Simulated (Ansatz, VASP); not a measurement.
One calculation of Si2W, two programs

INCAR

```
PREC = Accurate
ENCUT = 520
EDIFF = 1E-6
ISMEAR = 0
SIGMA = 0.03
LREAL = F
LASPH = T
NELM = 80
ALGO = Normal
ISIF = 2
LWAVE = F
LCHARG = F
GGA = PE
NBANDS = 43
```

The input KPOINTS:

```
Automatic mesh
0
Gamma
  9 9 6
```

The input POSCAR:

```
Si2W
1.0
    4.7444861815      0.0000000000      0.0000000000
   -2.3722430908      4.1088455611      0.0000000000
    0.0000000000      0.0000000000      6.2873930878
Si W
6 3
Direct
    0.8300872726      0.6601745453      0.5000000000
    0.1699127274      0.8300872726      0.8333333333
    0.6601745453      0.8300872726      0.1666666667
    0.1699127274      0.3398254547      0.5000000000
    0.8300872726      0.1699127274      0.8333333333
    0.3398254547      0.1699127274      0.1666666667
    0.0000000000      0.5000000000      0.1666666667
    0.5000000000      0.5000000000      0.8333333333
    0.5000000000      0.0000000000      0.5000000000
```

Input for Ansatz:

```yaml
crystal:
  lattice:
    - [4.7444861815, 0.0, 0.0]
    - [-2.3722430908, 4.1088455611, 0.0]
    - [0.0, 0.0, 6.2873930878]
  atoms:
    - { symbol: Si, position: [0.8300872726, 0.6601745453, 0.5] }
    - { symbol: Si, position: [0.1699127274, 0.8300872726, 0.8333333333] }
    - { symbol: Si, position: [0.6601745453, 0.8300872726, 0.1666666667] }
    - { symbol: Si, position: [0.1699127274, 0.3398254547, 0.5] }
    - { symbol: Si, position: [0.8300872726, 0.1699127274, 0.8333333333] }
    - { symbol: Si, position: [0.3398254547, 0.1699127274, 0.1666666667] }
    - { symbol: W, position: [0.0, 0.5, 0.1666666667] }
    - { symbol: W, position: [0.5, 0.5, 0.8333333333] }
    - { symbol: W, position: [0.5, 0.0, 0.5] }
basis:
  ecutwfc: 420
kpoints:
  mp_grid: { grid: [9, 9, 6] }
hamiltonian:
  xc: pbe
  pseudopotentials: { kind: paw, azcp: { folder: soft_1 } }
scf:
  occupations: { method: gaussian, width: 0.03 }
output:
  forces: true
  stress: true
  eigenvalues: true
```

Alike in both runs: task single point; functional PBE; k mesh 9 × 9 × 6; occupations gaussian, width 0.03 eV; no spin polarisation.

|  | VASP | Ansatz |
| --- | --- | --- |
| version | VASP 6.6.1 | Ansatz 0.2.0 |
| potentials or method | VASP PAW PBE potentials, release 64 (Si, W_sv), cutoff 520 eV | scalar-relativistic, plane waves, PAW |
| valence electrons in the cell | 66 | 66 |

```tsv
	VASP	Ansatz	Ansatz less VASP
gap on the k mesh at the Fermi level (eV)	0.18	0.18	0.000
least direct gap on the mesh (eV)	0.40	0.40	0.000
pressure (GPa)	4.0	4.0	-0.02
traceless stress, the component that is largest in VASP (GPa)	16.18	16.18	+0.001
rms of the force components (eV/Å)	0.402	0.400	-0.0019
```

Atom by atom the forces differ by 0.002 eV/Å (rms over components).

Spin-orbit coupling is off throughout.
